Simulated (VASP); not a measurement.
## MgH2: single point with PBE

The system is MgH2.

```
Mg H
1.0
     0.00000    2.38107    2.38107
     2.38107    0.00000    2.38107
     2.38107    2.38107    0.00000
Mg H
1 2
Direct
  0.00000 0.00000 0.00000
  0.75000 0.75000 0.75000
  0.25000 0.25000 0.25000
```

```yaml
Program: VASP 6.6.1
Task: single point
Functional: PBE
Potentials_or_basis: VASP PAW PBE potentials, release 64 (Mg, H)
Cutoff: 600 eV
k_mesh: 8 × 8 × 8
Occupations: tetrahedron
Spin: no spin polarisation
Dipole_correction: no
Further_INCAR_settings: ALGO = Normal; EDIFF = 1e-06; NBANDS = 9
```

* Pressure: -0.3 GPa
* Band gap on the k mesh: zero (band 2 reaches 3.89 eV, above the bottom of band 3 at 2.60 eV)

Levels at points of the mesh, in eV from the Fermi level:
| k point | band 1 | band 2 | band 3 | band 4 | band 5 | band 6 |
| --- | --- | --- | --- | --- | --- | --- |
| (0.00, 0.00, 0.00) | -10.10 | 0.78 | 9.17 | 9.17 | 9.17 | 11.73 |
| (0.50, 0.00, 0.00) | -5.85 | -5.75 | 6.65 | 7.09 | 8.87 | 8.87 |
| (0.50, 0.50, 0.00) | -5.85 | -2.49 | -0.51 | 4.55 | 4.55 | 7.78 |

Wall time 12 s on 1 thread of Intel(R) Xeon(R) Platinum 8259CL CPU @ 2.50GHz (Skylake/Cascade Lake), with other jobs on the host, peak memory 0.16 GiB.

Caveat: tetrahedron occupations give inexact forces and stress in metals.
